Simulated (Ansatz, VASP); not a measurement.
**Ca: VASP beside Ansatz**

POSCAR

```
Ca
1.0
   -2.2177580097      2.2177580097      2.2177580097
    2.2177580097     -2.2177580097      2.2177580097
    2.2177580097      2.2177580097     -2.2177580097
Ca
1
Direct
    0.0000000000      0.0000000000      0.0000000000
```

Contents of INCAR.step1:

```
SYSTEM = Ca
PREC = Accurate ; ENCUT = 600
ISMEAR = -1 ; SIGMA = 0.1
LREAL = .FALSE. ; LASPH = .TRUE.
NELM = 100 ; GGA = PE
ALGO = Normal ; EDIFF = 1E-4
LWAVE = .TRUE. ; LCHARG = .FALSE.
```

File INCAR.step2:

```
SYSTEM = Ca
PREC = Accurate ; ENCUT = 600
EDIFF = 1E-6 ; ISMEAR = -1
SIGMA = 0.1 ; LREAL = .FALSE.
LASPH = .TRUE. ; NELM = 100
ALGO = Normal ; ISIF = 3
LWAVE = .FALSE. ; LCHARG = .FALSE.
METAGGA = R2SCAN ; LMIXTAU = .TRUE.
IBRION = 2 ; NSW = 80
EDIFFG = -0.01 ; ISTART = 1
```

Contents of KPOINTS:

```
Automatic mesh
0
G
  10 10 10
  0 0 0
```

Input for Ansatz:

```yaml
crystal:
  lattice:
    - [-2.2177580097, 2.2177580097, 2.2177580097]
    - [2.2177580097, -2.2177580097, 2.2177580097]
    - [2.2177580097, 2.2177580097, -2.2177580097]
  atoms:
    - { symbol: Ca, position: [0.0, 0.0, 0.0] }
hamiltonian:
  xc: r2scan
  pseudopotentials:
    kind: paw
    azcp:
      Ca: "pseudopotentials/Ca.paw.azcp"
basis:
  ecutwfc: 500
  fft_grid_basis: typed
kpoints:
  mp_grid: { grid: [10, 10, 10], shift: [0, 0, 0] }
magnetization:
  spin_polarized: false
scf:
  occupations: { method: fermi_dirac, width: 0.1 }
relax:
  max_steps: 60
  f_tol: 0.01
  cell: {}
```

Alike in both runs: task relaxation of cell and atoms; functional r2SCAN; k mesh 10 × 10 × 10; occupations fermi-dirac, width 0.1 eV; no spin polarisation.

|  | VASP | Ansatz |
| --- | --- | --- |
| version | VASP 6.6.1 | Ansatz 0.2.0 |
| potentials or method | VASP PAW PBE potentials, release 64 (Ca_sv), cutoff 600 eV | plane waves (500 eV) with PAW, scalar-relativistic |
| valence electrons in the cell | 10 | 10 |

Ansatz gave:

- relaxed volume (Å³/atom): 43.24
- relaxed cell length with the largest relative difference (Å): 3.830

Question: Which values does VASP return?

Answer: Relaxed volume (Å³/atom): 43.47; relaxed cell length with the largest relative difference (Å): 3.837.

VASP's potentials were made for PBE, not for r2SCAN.
